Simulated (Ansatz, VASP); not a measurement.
# Two plane-wave programs on AlO

```
CELL_PARAMETERS angstrom
-1.64101 1.88111 4.17393
1.64101 -1.88111 4.17393
1.64101 1.88111 -4.17393
ATOMIC_POSITIONS crystal
Al 0.34448 0.84448 0.50000
Al 0.65552 0.15552 0.50000
O 0.22848 0.22848 0.00000
O 0.77152 0.77152 0.00000
```

Change from the starting cell: the structure that the rattled litharge type (P4/nmm, No. 129) fell into.

Alike in both runs: functional PBE; k mesh 12 × 12 × 12; occupations gaussian, width 0.02 eV; no spin polarisation.

Ansatz relaxed the structure, and its values are those at the end. VASP's run is a single point on that final structure, the one shown.

|  | VASP | Ansatz |
| --- | --- | --- |
| version | VASP 6.6.1 | Ansatz 0.2.0 |
| potentials or method | VASP PAW PBE potentials, release 64 (Al, O), cutoff 520 eV | scalar-relativistic, plane waves, PAW |
| valence electrons in the cell | 18 | 18 |

VASP gave:

```
gap on the k mesh at the Fermi level (eV) : 2.11
least direct gap on the mesh (eV)         : 2.43
pressure (GPa)                            : -0.1
```

**Question.** What did Ansatz give for the same quantities?

**Answer.** gap on the k mesh at the Fermi level (eV): 2.10; least direct gap on the mesh (eV): 2.42; pressure (GPa): 0.0.

With one functional, cell and mesh, what is left measures potentials, basis and numerics.
